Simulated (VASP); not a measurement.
# SrCl2 (Fm-3m) in VASP: settings compared

SrCl2 is run at these levels: PBE, PBEsol, revPBE, BLYP; tasks: density of states.

Everything below comes from runs of VASP 6.6.1. Logs are shortened: lines on timing, memory, paths and dates and some standing lists are left out, and cuts for length are marked.

### Step 1. The cell of the first run

It takes space group Fm-3m (No. 225, cubic). Conventional cell: a = 6.977 Å, b = 6.977 Å, c = 6.977 Å, α = 90.00°, β = 90.00°, γ = 90.00°. Within 4.0 Å of Sr (site symmetry m-3m) lie 8 Cl at 3.02 Å. Within 4.0 Å of Cl (site symmetry -43m) lie 4 Sr at 3.02 Å and 6 Cl at 3.49 Å.

### Step 2. Density of states, PBE

File POSCAR:

```
SrCl2
1.0
    0.0000000000      3.4883500000      3.4883500000
    3.4883500000      0.0000000000      3.4883500000
    3.4883500000      3.4883500000      0.0000000000
Sr Cl
1 2
Direct
    0.0000000000      0.0000000000      0.0000000000
    0.7500000000      0.7500000000      0.7500000000
    0.2500000000      0.2500000000      0.2500000000
```

File INCAR.step1:

```
PREC     = Accurate       # precision mode
ENCUT    = 520            # plane-wave cutoff, eV
EDIFF    = 1E-6           # SCF threshold, eV
ISMEAR   = -1             # smearing method
SIGMA    = 0.05           # smearing width, eV
LREAL    = False          # projectors in reciprocal space
LASPH    = True           # aspherical terms in the spheres
NELM     = 60             # most SCF steps
ALGO     = Normal         # electronic algorithm
ISIF     = 2              # what is computed and relaxed
LWAVE    = False          # write WAVECAR
LCHARG   = True           # write CHGCAR
GGA      = PE             # functional
NBANDS   = 19             # bands
```

File KPOINTS.step1:

```
Automatic mesh
0
Gamma
  4 4 4
```

File INCAR.step2:

```
PREC     = Accurate       # precision mode
ENCUT    = 520            # plane-wave cutoff, eV
EDIFF    = 1E-6           # SCF threshold, eV
ISMEAR   = -5             # smearing method
SIGMA    = 0.05           # smearing width, eV
LREAL    = False          # projectors in reciprocal space
LASPH    = True           # aspherical terms in the spheres
NELM     = 60             # most SCF steps
ALGO     = Normal         # electronic algorithm
ISIF     = 2              # what is computed and relaxed
LWAVE    = False          # write WAVECAR
LCHARG   = False          # write CHGCAR
GGA      = PE             # functional
LORBIT   = 11             # projections on sites
NEDOS    = 2001           # points of the DOS
ICHARG   = 11             # starting density
```

File KPOINTS.step2:

```
Automatic mesh
0
Gamma
  6 6 6
```

Potentials or basis: VASP PAW PBE potentials, release 64 (Sr_sv, Cl).

Started as:

```sh
cat potpaw_PBE.64/Sr_sv/POTCAR potpaw_PBE.64/Cl/POTCAR > POTCAR
cp INCAR.step1 INCAR
cp KPOINTS.step1 KPOINTS
mpirun -np 1 vasp_std > vasp.out
cp INCAR.step2 INCAR
cp KPOINTS.step2 KPOINTS
mpirun -np 1 vasp_std > vasp.out
```

OUTCAR:

```text
PREC = Accurate
   ENCUT = 520
   EDIFF = 1E-6
   ISMEAR = -5
   LREAL = False
   LASPH = True
   NELM = 60
   ISIF = 2
   GGA = PE
   LORBIT = 11
   ICHARG = 11

 ion  position               nearest neighbor table
   1  0.000  0.000  0.000-   2 3.02   2 3.02   2 3.02   2 3.02   3 3.02   3 3.02   3 3.02   3 3.02

   2  0.750  0.750  0.750-   1 3.02   1 3.02   1 3.02   1 3.02
   3  0.250  0.250  0.250-   1 3.02   1 3.02   1 3.02   1 3.02

  LATTYP: Found a face centered cubic cell.
 ALAT       =     6.9767000000

  Lattice vectors:

 A1 = (   0.0000000000,   3.4883500000,   3.4883500000)
 A2 = (   3.4883500000,   0.0000000000,   3.4883500000)
 A3 = (   3.4883500000,   3.4883500000,   0.0000000000)

Analysis of symmetry for initial positions (statically):
=====================================================================
 Subroutine PRICEL returns:
 Original cell was already a primitive cell.

 Routine SETGRP: Setting up the symmetry group for a
 face centered cubic supercell.

 Subroutine GETGRP returns: Found 48 space group operations
 (whereof 48 operations were pure point group operations)
 out of a pool of 48 trial point group operations.

The static configuration has the point symmetry O_h .

Analysis of symmetry for dynamics (positions and initial velocities):
=====================================================================
 Subroutine PRICEL returns:
 Original cell was already a primitive cell.

 Routine SETGRP: Setting up the symmetry group for a
 face centered cubic supercell.

 Subroutine GETGRP returns: Found 48 space group operations
 (whereof 48 operations were pure point group operations)
 out of a pool of 48 trial point group operations.

The dynamic configuration has the point symmetry O_h .

 Subroutine INISYM returns: Found 48 space group operations
 (whereof 48 operations are pure point group operations),
 and found     1 'primitive' translations

----------------------------------------------------------------------------------------

                                     Primitive cell

  volume of cell :      84.8966

  direct lattice vectors                    reciprocal lattice vectors
     0.000000000  3.488350000  3.488350000    -0.143334241  0.143334241  0.143334241
     3.488350000  0.000000000  3.488350000     0.143334241 -0.143334241  0.143334241
     3.488350000  3.488350000  0.000000000     0.143334241  0.143334241 -0.143334241

  length of vectors
     4.933271880  4.933271880  4.933271880     0.248262188  0.248262188  0.248262188

  position of ions in fractional coordinates (direct lattice)
     0.000000000  0.000000000  0.000000000
     0.750000000  0.750000000  0.750000000
     0.250000000  0.250000000  0.250000000

  ion indices of the primitive-cell ions
   primitive index   ion index
                 1           1
                 2           2
                 3           3

----------------------------------------------------------------------------------------

 KPOINTS: Automatic mesh

Automatic generation of k-mesh.
 Grid dimensions read from file:
 generate k-points for:    6    6    6

 Generating k-lattice:

  Cartesian coordinates                     Fractional coordinates (reciprocal lattice)
    -0.023889040  0.023889040  0.023889040     0.166666667  0.000000000  0.000000000
     0.023889040 -0.023889040  0.023889040     0.000000000  0.166666667  0.000000000
     0.023889040  0.023889040 -0.023889040     0.000000000  0.000000000  0.166666667

  Length of vectors
     0.041377031  0.041377031  0.041377031

  Shift w.r.t. Gamma in fractional coordinates (k-lattice)
     0.000000000  0.000000000  0.000000000

 TETIRR: Found     35 inequivalent tetrahedra from     1296

 Subroutine IBZKPT returns following result:
 ===========================================

 Found     16 irreducible k-points:

 Following reciprocal coordinates:
            Coordinates               Weight
  0.000000  0.000000  0.000000      1.000000
  0.166667  0.000000  0.000000      8.000000
  0.333333  0.000000  0.000000      8.000000
  0.500000  0.000000  0.000000      4.000000
  0.166667  0.166667  0.000000      6.000000
  0.333333  0.166667  0.000000     24.000000
[... 8 lines left out ...]
 -0.333333  0.333333  0.166667     24.000000
 -0.333333  0.500000  0.166667     12.000000
   k-points           NKPTS =     16   k-points in BZ     NKDIM =     16   number of bands    NBANDS=     16
   number of dos      NEDOS =   2001   number of ions     NIONS =      3
   total plane-waves  NPLWV =  64000
   dimension x,y,z NGX =    40 NGY =   40 NGZ =   40
   dimension x,y,z NGXF=    80 NGYF=   80 NGZF=   80
   ions per type =               1   2
   NGX,Y,Z   is equivalent  to a cutoff of  13.48, 13.48, 13.48 a.u.
   NGXF,Y,Z  is equivalent  to a cutoff of  26.96, 26.96, 26.96 a.u.
 SYSTEM =  unknown system
   PREC   = accura    normal or accurate (medium, high low for compatibility)
   ISTART =      0    job   : 0-new  1-cont  2-samecut
   ICHARG =     11    charge: 1-file 2-atom 10-const
   ISPIN  =      1    spin polarized calculation?
   LNONCOLLINEAR =      F non collinear calculations
   LSORBIT =      F    spin-orbit coupling
   LASPH  =      T    aspherical Exc in radial PAW
   ENCUT  =  520.0 eV  38.22 Ry    6.18 a.u.   9.17  9.17  9.17*2*pi/ulx,y,z
   NELM   =     60;   NELMIN=  2; NELMDL=  0     # of ELM steps
   EDIFF  = 0.1E-05   stopping-criterion for ELM
   LREAL  =      F    real-space projection
   EDIFFG = 0.1E-04   stopping-criterion for IOM
   NSW    =      0    number of steps for IOM
   IBRION =     -1    ionic relax: 0-MD 1-quasi-New 2-CG
   NFREE  =      0    steps in history (QN), initial steepest desc. (CG)
   ISIF   =      2    stress and relaxation
   ISYM   =      2    0-nonsym 1-usesym 2-fastsym
   POTIM  = 0.5000    time-step for ionic-motion
   TEBEG  =    0.0;   TEEND  =   0.0 temperature during run
   PSTRESS=    0.0 pullay stress
   NELECT =      24.0000    total number of electrons
   NUPDOWN=      -1.0000    fix difference up-down
   EMIN   =  10.00;   EMAX   =-10.00  energy-range for DOS
   EFERMI =   0.00;   METHOD = LEGACY
   ISMEAR =    -5;   SIGMA  =   0.05  broadening in eV -4-tet -1-fermi 0-gaus
   EFERMI_NEDOS =   21; number of points for ismear=-14 and -15
   IALGO  =     38    algorithm
   IMIX   =      4    mixing-type and parameters
     AMIX     =   0.40;   BMIX     =  1.00
     AMIX_MAG =   1.60;   BMIX_MAG =  1.00
  volume/ion in A,a.u.               =      28.30       190.97
  Fermi-wavevector in a.u.,A,eV,Ry     =   1.074439  2.030396 15.706833  1.154420
  Thomas-Fermi vector in A             =   2.210267
   LORBIT       =     11    0 simple, 1 ext, 2 COOP (PROOUT), +10 PAW based schemes
   GGA     = PE    functional components
   LHFCALC =     F    Hartree Fock is set to
   AEXX    =    0.0000 exact exchange contribution
   IVDW    =     0    specifies the selected vdW correction
   LEPSILON=     F    determine dielectric tensor
   LRPA    =     F    only Hartree local field effects (RPA)
 non-spin polarized calculation
 Fermi weights with tetrahedron method with Bloechl corrections
  energy-cutoff  :      520.00
  volume of cell :       84.90
 maximum number of plane-waves:      2301
 NGX is ok and might be reduce to    40

 number of electron      24.0000003 magnetization

 Free energy of the ion-electron system (eV)
  ---------------------------------------------------
  ext. energy  EPLUGINS =         0.00000000
  ---------------------------------------------------
  free energy    TOTEN  =       -12.78234885 eV

  energy without entropy =      -12.78234885  energy(sigma->0) =      -12.78234885

 E-fermi :   0.1730     XC(G=0):  -8.2829

 val. band max:        0.1526044219   @ k =   0.5000   0.5000   0.0000
 cond. band min:       5.4908077122   @ k =   0.0000   0.0000   0.0000
 fundamental gap:      5.3382032903
 Fermi energy:         0.1729744336

 k-point     1 :       0.0000    0.0000    0.0000
  band No.  band energies     occupation
      1     -32.7343      2.00000
      2     -14.7259      2.00000
      3     -14.7259      2.00000
      4     -14.7259      2.00000
      5     -13.1527      2.00000
      6     -12.3027      2.00000
[... 8 lines left out ...]
     15       6.2497      0.00000
     16       9.1907      0.00000

 k-point     2 :       0.1667    0.0000    0.0000
  band No.  band energies     occupation
      1     -32.7335      2.00000
      2     -14.8135      2.00000
      3     -14.7294      2.00000
      4     -14.7294      2.00000
      5     -13.0026      2.00000
      6     -12.3595      2.00000
[... 8 lines left out ...]
     15       6.4568      0.00000
     16       8.1762      0.00000

 k-point     3 :       0.3333    0.0000    0.0000
  band No.  band energies     occupation
      1     -32.7319      2.00000
      2     -14.9523      2.00000
      3     -14.7363      2.00000
      4     -14.7363      2.00000
      5     -12.7874      2.00000
      6     -12.4150      2.00000
[... 8 lines left out ...]
     15       6.9869      0.00000
     16       8.1660      0.00000

 k-point     4 :       0.5000    0.0000    0.0000
  band No.  band energies     occupation
      1     -32.7311      2.00000
      2     -15.0095      2.00000
      3     -14.7397      2.00000
      4     -14.7397      2.00000
      5     -12.7543      2.00000
      6     -12.3756      2.00000
[... 8 lines left out ...]
     15       7.6599      0.00000
     16       8.0231      0.00000
[... 172 lines left out ...]
 k-point    14 :       0.5000    0.3333    0.1667
  band No.  band energies     occupation
      1     -32.7308      2.00000
      2     -14.9682      2.00000
      3     -14.8165      2.00000
      4     -14.7477      2.00000
      5     -12.5683      2.00000
      6     -12.5077      2.00000
[... 8 lines left out ...]
     15       7.4461      0.00000
     16       7.8814      0.00000

 k-point    15 :      -0.3333    0.3333    0.1667
  band No.  band energies     occupation
      1     -32.7303      2.00000
      2     -14.9479      2.00000
      3     -14.8815      2.00000
      4     -14.7523      2.00000
      5     -12.5537      2.00000
      6     -12.4620      2.00000
[... 8 lines left out ...]
     15       7.4762      0.00000
     16       7.6408      0.00000

 k-point    16 :      -0.3333    0.5000    0.1667
  band No.  band energies     occupation
      1     -32.7300      2.00000
      2     -14.9995      2.00000
      3     -14.8440      2.00000
      4     -14.7591      2.00000
      5     -12.5460      2.00000
      6     -12.4411      2.00000
[... 8 lines left out ...]
     15       7.4045      0.00000
     16       7.5796      0.00000

------------------------ aborting loop because EDIFF is reached ----------------------------------------

  FORCE on cell =-STRESS in cart. coord.  units (eV):
  Direction    XX          YY          ZZ          XY          YZ          ZX
  --------------------------------------------------------------------------------------
  -------------------------------------------------------------------------------------
  Total        0.5703079      0.5703079      0.5703079     -0.0000000     -0.0000000      0.0000000
  in kB       10.7629121     10.7629121     10.7629121     -0.0000000     -0.0000000      0.0000000
  external PRESSURE =      10.7629121 kB  Pullay stress =       0.0000000 kB

 VOLUME and BASIS-vectors are now :
 -----------------------------------------------------------------------------
  energy-cutoff  :      520.00
  volume of cell :       84.90
      direct lattice vectors                 reciprocal lattice vectors
     0.000000000  3.488350000  3.488350000    -0.143334241  0.143334241  0.143334241
     3.488350000  0.000000000  3.488350000     0.143334241 -0.143334241  0.143334241
     3.488350000  3.488350000  0.000000000     0.143334241  0.143334241 -0.143334241

 POSITION                                       TOTAL-FORCE (eV/Angst)
 -----------------------------------------------------------------------------------
      0.00000      0.00000      0.00000         0.000000     -0.000000      0.000000
      5.23252      5.23252      5.23252         0.000000      0.000000      0.000000
      1.74418      1.74418      1.74418        -0.000000     -0.000000     -0.000000
 -----------------------------------------------------------------------------------
    total drift:                               -0.000000     -0.000000      0.000000

  FREE ENERGIE OF THE ION-ELECTRON SYSTEM (eV)
  ---------------------------------------------------
  free  energy   TOTEN  =       -12.7823488534 eV

  energy  without entropy=      -12.7823488534  energy(sigma->0) =      -12.78234885

 total charge

# of ion       s       p       d       tot
------------------------------------------
    1        1.997   5.775   0.153   7.924
    2        1.592   3.586   0.000   5.178
    3        1.592   3.586   0.000   5.178
--------------------------------------------------
tot          5.181  12.946   0.153  18.280
```

Run time: 24 s. Hardware: 1 thread of Intel Xeon Platinum 8488C (Sapphire Rapids), shared host; peak memory 0.23 GiB.

Results:

```yaml
Valence_electrons_inside_the_program's_atomic_spheres: Sr 7.92; Cl 5.18
```

### Step 3. Density of states, PBEsol

POSCAR is that of step 2.

File INCAR.step1:

```
  ALGO = Normal
  EDIFF = 1E-6
  ENCUT = 520
  GGA = PS
  ISIF = 2
  ISMEAR = -1
  LASPH = True
  LCHARG = True
  LREAL = False
  LWAVE = False
  NBANDS = 19
  NELM = 80
  PREC = Accurate
  SIGMA = 0.05
```

File KPOINTS.step1:

```
k-points
0
Gamma
  4 4 4
```

File INCAR.step2:

```
  ALGO = Normal
  EDIFF = 1E-6
  ENCUT = 520
  GGA = PS
  ICHARG = 11
  ISIF = 2
  ISMEAR = -5
  LASPH = True
  LCHARG = False
  LORBIT = 11
  LREAL = False
  LWAVE = False
  NBANDS = 19
  NEDOS = 2001
  NELM = 80
  PREC = Accurate
  SIGMA = 0.05
```

File KPOINTS.step2:

```
k-points
0
Gamma
  6 6 6
```

Potentials or basis: VASP PAW PBE potentials, release 64 (Sr_sv, Cl).

Started as:

```sh
cat potpaw_PBE.64/Sr_sv/POTCAR potpaw_PBE.64/Cl/POTCAR > POTCAR
cp INCAR.step1 INCAR
cp KPOINTS.step1 KPOINTS
mpirun -np 1 vasp_std > vasp.out
cp INCAR.step2 INCAR
cp KPOINTS.step2 KPOINTS
mpirun -np 1 vasp_std > vasp.out
```

Run time: 27 s. Hardware: 1 thread of Intel Xeon Platinum 8488C (Sapphire Rapids), shared host; peak memory 0.22 GiB.

It converged, with:

* Valence electrons inside the program's atomic spheres: Sr 7.89; Cl 5.13

Levels at points of the mesh, in eV from the valence-band top:
| k point | band 9 | band 10 | band 11 | band 12 | band 13 | band 14 | band 15 | band 16 |
| --- | --- | --- | --- | --- | --- | --- | --- | --- |
| (0.00, 0.00, 0.00) | -2.17 | -0.34 | -0.34 | -0.34 | 5.13 | 5.97 | 5.97 | 8.88 |
| (0.50, 0.00, 0.00) | -1.54 | -1.35 | -1.07 | -1.07 | 6.61 | 6.61 | 7.41 | 7.71 |
| (0.50, 0.50, 0.00) | -1.91 | -0.41 | -0.41 | 0.00 | 5.36 | 6.93 | 7.52 | 7.94 |

Caveat: the PAW data sets were made with another functional, which shifts forces and pressure a little.

### Step 4. Density of states, revPBE

POSCAR is that of step 3.

File INCAR.step1:

```
SYSTEM = SrCl2
PREC = Accurate
ENCUT = 520
EDIFF = 1E-6
ISMEAR = -1
SIGMA = 0.05
LREAL = .FALSE.
LASPH = .TRUE.
NELM = 80
ALGO = Normal
ISIF = 2
LWAVE = .FALSE.
LCHARG = .TRUE.
GGA = RE
NBANDS = 19
```

File KPOINTS.step1:

```
regular mesh
0
G
  4 4 4
  0 0 0
```

File INCAR.step2:

```
SYSTEM = SrCl2
PREC = Accurate
ENCUT = 520
EDIFF = 1E-6
ISMEAR = -5
SIGMA = 0.05
LREAL = .FALSE.
LASPH = .TRUE.
NELM = 80
ALGO = Normal
ISIF = 2
LWAVE = .FALSE.
LCHARG = .FALSE.
GGA = RE
LORBIT = 11
NBANDS = 19
NEDOS = 1001
ICHARG = 11
```

File KPOINTS.step2:

```
regular mesh
0
G
  6 6 6
  0 0 0
```

Started as:

```sh
cat potpaw_PBE.64/Sr_sv/POTCAR potpaw_PBE.64/Cl/POTCAR > POTCAR
cp INCAR.step1 INCAR
cp KPOINTS.step1 KPOINTS
mpirun -np 1 vasp_std > vasp.out
cp INCAR.step2 INCAR
cp KPOINTS.step2 KPOINTS
mpirun -np 1 vasp_std > vasp.out
```

Run time: 21 s. Hardware: 1 thread of Intel Xeon Platinum 8488C (Sapphire Rapids), shared host; peak memory 0.22 GiB.

It converged, with:

```
Valence electrons inside the program's atomic spheres : Sr 7.95; Cl 5.20
```

Levels at points of the mesh, in eV from the valence-band top:
```csv
k point,band 9,band 10,band 11,band 12,band 13,band 14,band 15,band 16
"(0.00, 0.00, 0.00)",-2.10,-0.33,-0.33,-0.33,5.63,6.23,6.23,9.22
"(0.50, 0.00, 0.00)",-1.46,-1.29,-1.03,-1.03,6.84,6.84,7.59,8.17
"(0.50, 0.50, 0.00)",-1.85,-0.40,-0.40,0.00,5.71,7.13,7.72,8.06
```

Caveat: the PAW data sets were made with another functional, which shifts forces and pressure a little.

(Part 1 of 2 ends here.)
